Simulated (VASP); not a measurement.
# PbS: single point with LDA

PbS:

```
CELL_PARAMETERS angstrom
4.05302 0.00000 0.00000
-2.02651 3.51002 0.00000
0.00000 0.00000 3.75419
ATOMIC_POSITIONS crystal
Pb 0.00000 0.00000 0.00000
S 0.66667 0.33333 0.50000
```

```
Program                : VASP 6.6.1
Task                   : single point
Functional             : LDA
Potentials or basis    : VASP PAW LDA potentials, release 64 (Pb_d, S)
Cutoff                 : 500 eV
k mesh                 : 6 × 6 × 6
Occupations            : fermi-dirac, width 0.05 eV
Spin                   : no spin polarisation
Dipole correction      : no
Further INCAR settings : ALGO = Normal; EDIFF = 1e-06; NBANDS = 17
```

The pressure is -3.2 GPa and the band gap on the k mesh is zero (bands 10 and 11 overlap by 0.74 eV).

Stress tensor (GPa, compression positive):
```
-3.26  0.00  0.00
 0.00 -3.26  0.00
 0.00  0.00 -3.18
```

Levels at points of the mesh, in eV from the Fermi level:
```csv
k point,band 7,band 8,band 9,band 10,band 11,band 12,band 13,band 14
"(0.00, 0.00, 0.00)",-6.53,-2.37,-1.85,-1.85,3.27,3.27,5.01,6.44
"(0.50, 0.00, 0.00)",-8.73,-2.93,-1.99,-1.32,1.79,3.76,5.16,5.19
"(0.00, 0.00, 0.50)",-9.27,-1.24,-1.24,-0.02,0.66,3.72,3.72,8.04
"(0.50, 0.00, 0.50)",-7.59,-4.38,-4.32,-1.58,1.91,2.58,2.60,8.08
```

It took 8.9 s on 1 thread of Intel(R) Xeon(R) 6975P-C (Granite Rapids), with other jobs on the host, peak memory 0.16 GiB.

Caveat: the cell stands under tension; semilocal functionals underestimate gaps, so a narrow gap can read as zero; spin-orbit coupling is left out, which moves the levels of the heavy elements.
